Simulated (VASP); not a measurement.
Runs of VASP 6.6.1 on CaF2. The structure is that of space group Fm-3m (No. 225), or close to it. The cells are those of the table. 

| cell | gap on the mesh (eV) | pressure (GPa) |
| --- | --- | --- |
| a = 3.900 Å, angles 60.0°, 3 atoms | 6.93 | -3.9 |
| a = 3.823 Å, angles 60.0°, 3 atoms | 7.27 | 1.0 |
| a = 3.783 Å, angles 60.0°, 3 atoms | 7.46 | 4.1 |
| a = 3.862 Å, angles 60.0°, 3 atoms | (c) | (b) |
| a = 3.938 Å, angles 60.0°, 3 atoms | (a) | -5.7 |

Alike in all rows: task single point; level PBEsol; potentials or basis VASP PAW PBE potentials, release 64 (Ca_sv, F); no spin polarisation; k mesh 6 × 6 × 6; cutoff (eV) 600; smearing gaussian 0.01 eV.

**Question.** Fill in the values left out.

**Answer.** (a) 6.77; (b) -1.7; (c) 7.09.

Caveats: the PAW data sets were made with another functional, which shifts forces and pressure a little; the cell stands under tension (at least some runs); the cell stands under pressure (at least some runs).

A k mesh can miss the band edges.
